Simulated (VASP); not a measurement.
Runs of VASP 6.6.1 on ZnCd2S. The structure is that of space group P6_3/mmc (No. 194), or close to it. The cells are those of the table. 

| task | cell | k mesh | cutoff (eV) | gap on the mesh (eV) | pressure (GPa) | largest force (eV/Å) |
| --- | --- | --- | --- | --- | --- | --- |
| relaxation of cell and atoms | relaxed from a = 3.732, b = 3.732, c = 12.943 Å, angles 90.0, 90.0, 120.0°, 8 atoms | 6 × 6 × 2 | 600 | none | -0.2 | 0.01 |
| single point | a = 3.734, b = 3.734, c = 14.406 Å, angles 90.0, 90.0, 120.0°, 8 atoms | 6 × 6 × 2 | 520 | none | 0.4 | (a) |
| single point | a = 3.743, b = 3.743, c = 14.436 Å, angles 90.0, 90.0, 120.0°, 8 atoms | 12 × 12 × 4 | 520 | none | 0.2 | 0.01 |
| single point | a = 3.732, b = 3.732, c = 12.943 Å, angles 90.0, 90.0, 120.0°, 8 atoms | 6 × 6 × 2 | 520 | none | 10.4 | (b) |

Alike in all rows: level PBE; potentials or basis VASP PAW PBE potentials, release 64 (Zn, Cd, S); no spin polarisation; smearing gaussian 0.1 eV.

Task: Estimate the missing entries.

Result: (a) 0.02; (b) 2.87.

Caveats: forces of over 1 eV/Å act on the atoms, so gaps and moduli don't describe the material at rest (some runs).

A k mesh can miss the band edges, and the runs leave out spin-orbit coupling on Cd.

A gap of «none» marks levels without a gap at the run's occupations.
